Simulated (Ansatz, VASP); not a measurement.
# C: VASP beside Ansatz

```
C
1.0
     2.50582    0.00000    0.00000
    -1.25291    2.17010    0.00000
     0.00000    0.00000    3.63162
C
2
Direct
  0.31928 0.63856 0.00000
  0.68072 0.36144 0.00000
```

Change from the starting cell: mode 6 frozen in at -0.060 Å, equal normal strain along x, y and z +0.0167.

Alike in both runs: task single point; functional PBE; dispersion D3(BJ); k mesh 21 × 21 × 12; occupations gaussian, width 0.15 eV; no spin polarisation.

```csv
,VASP,Ansatz
version,VASP 6.6.1,Ansatz 0.2.0
potentials or method,"VASP PAW PBE potentials, release 64 (C), cutoff 520 eV","scalar-relativistic, plane waves, PAW"
valence electrons in the cell,8,8
```

```csv
,VASP,Ansatz,Ansatz less VASP
gap on the k mesh at the Fermi level (eV),none,none,-
pressure (GPa),-7.2,-7.5,-0.30
"traceless stress, the component that is largest in VASP (GPa)",-9.96,-9.92,+0.038
rms of the force components (eV/Å),2.860,2.852,-0.0087
```

Atom by atom the forces differ by 0.009 eV/Å (rms over components). A gap of «none» marks a metal or a gap that the smearing closes.
